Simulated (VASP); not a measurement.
## Mn: relaxation of cell and atoms with PBE

Crystal: Mn.

```xyz
2
Lattice="2.3128 0.0000 0.0000 -1.1564 2.0029 0.0000 0.0000 0.0000 3.7362" Properties=species:S:1:pos:R:3 pbc="T T T"
Mn    0.0000    1.3353    0.9341
Mn    1.1564    0.6676    2.8022
```

This isn't the form of Mn at room conditions, which is a 58-atom cubic cell.

| Property | Result |
| --- | --- |
| Program | VASP 6.6.1 |
| Task | relaxation of cell and atoms |
| Functional | PBE |
| Potentials or basis | VASP PAW PBE potentials, release 64 (Mn_pv) |
| Cutoff | 600 eV |
| k mesh | 19 × 19 × 10 |
| Occupations | fermi-dirac, width 0.08 eV |
| Spin | collinear spin, ferromagnetic start |
| Starting moments | [3.0, 3.0] μB |
| Target pressure | 95 GPa |
| Dipole correction | no |
| Further INCAR settings | ALGO = Normal; EDIFF = 1e-06; IBRION = 2; EDIFFG = -0.005; NSW = 32; ISIF = 3 |

| Property | Result |
| --- | --- |
| Relaxed volume | 8.66 Å³/atom |
| Relaxed cell | a = 2.314 Å, b = 2.314 Å, c = 3.737 Å, α = 90.00°, β = 90.00°, γ = 120.00° |
| Space group after relaxing (to 0.1 Å) | P6_3/mmc (No. 194) |
| Energy change on relaxing (the run minimises the enthalpy) | -4.9 meV/atom |
| Ionic steps | 3 |
| Pressure after relaxing | 95.0 GPa |
| Band gap on the k mesh | zero (filled and empty bands overlap) |
| Net moment | 0.00 μB per cell |
| Valence electrons inside the program's atomic spheres | Mn 12.52 |

The path:
```
step  energy change (eV)  largest force (eV/Å)  pressure (GPa)  volume (Å³)
   1              0.0000                0.0000           95.63        17.31
   2             -0.0501                0.0000           92.42        17.39
   3             -0.0097                0.0000           94.99        17.32
```

Final structure:
```cif
data_structure
_symmetry_space_group_name_H-M 'P 1'
_symmetry_Int_Tables_number 1
_cell_length_a 2.3135
_cell_length_b 2.3135
_cell_length_c 3.7374
_cell_angle_alpha 90.000
_cell_angle_beta 90.000
_cell_angle_gamma 120.000
_cell_volume 17.32
loop_
_atom_site_label
_atom_site_type_symbol
_atom_site_fract_x
_atom_site_fract_y
_atom_site_fract_z
_atom_site_occupancy
Mn1 Mn 0.33333 0.66667 0.25000 1
Mn2 Mn 0.66667 0.33333 0.75000 1
```

Levels at points of the mesh, in eV from the Fermi level:
Spin up:
```tsv
k point	band 11	band 12	band 13	band 14	band 15	band 16
(0.00, 0.00, 0.00)	-1.33	-0.68	-0.68	0.02	0.02	1.27
(0.00, 0.00, 0.50)	-1.45	-1.45	-1.45	-1.45	1.60	1.60
```
Spin down:
| k point | band 9 | band 10 | band 11 | band 12 | band 13 | band 14 | band 15 | band 16 | band 17 | band 18 |
| --- | --- | --- | --- | --- | --- | --- | --- | --- | --- | --- |
| (0.00, 0.00, 0.00) | -1.34 | -1.34 | -1.33 | -0.68 | -0.68 | 0.02 | 0.02 | 1.27 | 2.15 | 2.15 |
| (0.00, 0.00, 0.50) | -1.98 | -1.98 | -1.45 | -1.45 | -1.45 | -1.45 | 1.60 | 1.60 | 1.60 | 1.60 |

Run time: 2.6 min on 1 thread of Intel(R) Xeon(R) 6975P-C (Granite Rapids), with other jobs on the host, peak memory 0.24 GiB.

Caveat: the cell is relaxed towards a set pressure, so the run minimises the enthalpy, not the energy; the moments typed at the start vanished in this run.
